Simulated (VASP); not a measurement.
Input of a VASP 6.6.1 run:

File INCAR:

```
ALGO = Normal
EDIFF = 1E-6
ENCUT = 600
GGA = PE
GGA_COMPAT = False
ISIF = 2
ISMEAR = 0
LASPH = True
LCHARG = False
LREAL = False
LWAVE = False
NBANDS = 12
NELM = 120
PREC = Accurate
SIGMA = 0.1
```

KPOINTS

```
k-points
0
Gamma
  12 12 12
```

File POSCAR:

```
Cu
1.0
    0.0000000000      1.8360000000      1.8360000000
    1.8360000000      0.0000000000      1.8360000000
    1.8360000000      1.8360000000      0.0000000000
Cu
1
Direct
    0.0000000000      0.0000000000      0.0000000000
```

Potentials or basis: VASP PAW PBE potentials, release 64 (Cu).

The run is started by

```console
$ cat potpaw_PBE.64/Cu/POTCAR > POTCAR
$ mpirun -np 1 vasp_std > vasp.out
```

(1) What does it give for the pressure?

## Answers

(1) -4.0 GPa.
